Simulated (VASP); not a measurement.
Set up this calculation in VASP 6.6.1, as the native input.

| Quantity | Value |
| --- | --- |
| Task | single point |
| Functional | PBEsol |
| Potentials or basis | VASP PAW PBE potentials, release 64 (Os) |
| Cutoff | 520 eV |
| k mesh | 24 × 24 × 24 |
| Occupations | gaussian, width 0.15 eV |
| Spin | no spin polarisation |
| Dipole correction | no |
| Further INCAR settings | ALGO = Fast; EDIFF = 1e-07; NBANDS = 10 |

The structure of Os lies in POSCAR:

```
Os
1.0
   -0.8168488140      1.6336976280      1.6336976280
    1.6336976280     -0.8168488140      1.6336976280
    1.6336976280      1.6336976280     -0.8168488140
Os
1
Direct
    0.0000000000      0.0000000000      0.0000000000
```

This cell differs from its parent crystal: ratio of the length along [111] to the lengths across it x 0.5, volume and fractional coordinates fixed.

These files were run (other wordings do the same):

INCAR

```
SYSTEM = Os
PREC     = Accurate       ! precision mode
ENCUT    = 520            ! plane-wave cutoff, eV
EDIFF    = 1E-7           ! SCF threshold, eV
ISMEAR   = 0              ! smearing method
SIGMA    = 0.15           ! smearing width, eV
LREAL    = .False.        ! projectors in reciprocal space
LASPH    = .True.         ! aspherical terms in the spheres
NELM     = 60             ! most SCF steps
ALGO     = Fast           ! electronic algorithm
ISIF     = 2              ! what is computed and relaxed
LWAVE    = .False.        ! write WAVECAR
LCHARG   = .False.        ! write CHGCAR
GGA      = PS             ! functional
NBANDS   = 10             ! bands
```

KPOINTS

```
regular mesh
0
Gamma
  24 24 24
  0 0 0
```

Potentials or basis: VASP PAW PBE potentials, release 64 (Os).

The run is started by

```bash
$ cat potpaw_PBE.64/Os/POTCAR > POTCAR
$ mpirun -np 1 vasp_std > vasp.out
```

Results of the run:

The pressure is 36.7 GPa and the band gap on the k mesh is zero (band 4 reaches 14.81 eV, above the bottom of band 5 at 7.41 eV).

Caveat: the PAW data sets were made with another functional, which shifts forces and pressure a little; spin-orbit coupling is left out, which moves the levels of the heavy elements.

Wall time 19 s on 1 thread of Intel(R) Xeon(R) 6975P-C (Granite Rapids), on a shared host, peak memory 0.18 GiB.
